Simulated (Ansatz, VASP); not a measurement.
One calculation of Sb, two programs

```xyz
1
Lattice="3.1173 0.0000 0.0000 0.0000 3.1173 0.0000 0.0000 0.0000 3.1173" Properties=species:S:1:pos:R:3 pbc="T T T"
Sb    0.0000    0.0000    0.0000
```

Change from the starting cell: volume scaled by 0.96, crystal datasets.

Alike in both runs: task electric field gradients; functional PBE; k mesh 13 × 13 × 13; occupations fermi-dirac, width 0.05 eV; no spin polarisation.

|  | VASP | Ansatz |
| --- | --- | --- |
| version | VASP 6.6.1 | Ansatz 0.2.0 |
| potentials or method | VASP PAW PBE potentials, release 64 (Sb), cutoff 520 eV | all-electron PAW with datasets made for the crystal, scalar-relativistic |

|  | VASP | Ansatz | Ansatz less VASP |
| --- | --- | --- | --- |
| pressure (GPa) | -0.6 | -0.5 | +0.04 |

Ansatz ran all-electron here, and VASP with PAW potentials.

Spin-orbit coupling is off throughout.
